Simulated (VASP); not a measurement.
The system is Ba.

```
CELL_PARAMETERS angstrom
0.00000 4.38603 4.38603
4.38603 0.00000 4.38603
4.38603 4.38603 0.00000
ATOMIC_POSITIONS crystal
Ba 0.12500 0.12500 0.12500
Ba 0.87500 0.87500 0.87500
```

| Property | Result |
| --- | --- |
| Program | VASP 6.6.1 |
| Task | relaxation of cell and atoms |
| Functional | PBEsol |
| Potentials or basis | VASP PAW PBE potentials, release 64 (Ba_sv) |
| Cutoff | 600 eV |
| k mesh | 6 × 6 × 6 |
| Occupations | fermi-dirac, width 0.1 eV |
| Spin | no spin polarisation |

At the start: pressure -0.5 GPa; volume 84.37 Å³/atom.

Problem. How do energy, volume and symmetry change on relaxing?

Solution. Over 11 steps the energy falls by 134.5 meV/atom and the volume is 53.52 Å³/atom (-36.6 %); space group Fd-3m (No. 227, to 0.05 Å).

Step by step:
```csv
step,energy change (eV),largest force (eV/Å),pressure (GPa),volume (Å³)
1,0.0000,0.0000,-0.50,168.75
2,-0.0203,0.0000,-0.52,162.36
3,-0.0909,0.0000,-0.79,144.16
4,-0.2616,0.0000,-0.46,111.94
5,2.4550,0.0000,35.29,62.64
6,-0.2649,0.0000,-0.32,110.61
7,-0.2688,0.0000,-0.06,107.64
8,0.1309,0.0000,7.37,83.12
9,-0.2689,0.0000,0.05,106.60
10,-0.2689,0.0000,-0.04,107.33
11,-0.2689,0.0000,0.00,107.03
```

Final structure:
```xyz
2
Lattice="0.0000 3.7684 3.7684 3.7684 0.0000 3.7684 3.7684 3.7684 0.0000" Properties=species:S:1:pos:R:3 pbc="T T T"
Ba    0.9421    0.9421    0.9421
Ba    6.5948    6.5948    6.5948
```

Caveat: the volume moved by over 15 % at a fixed basis, so the end points are rough; the PAW data sets were made with another functional, which shifts forces and pressure a little.
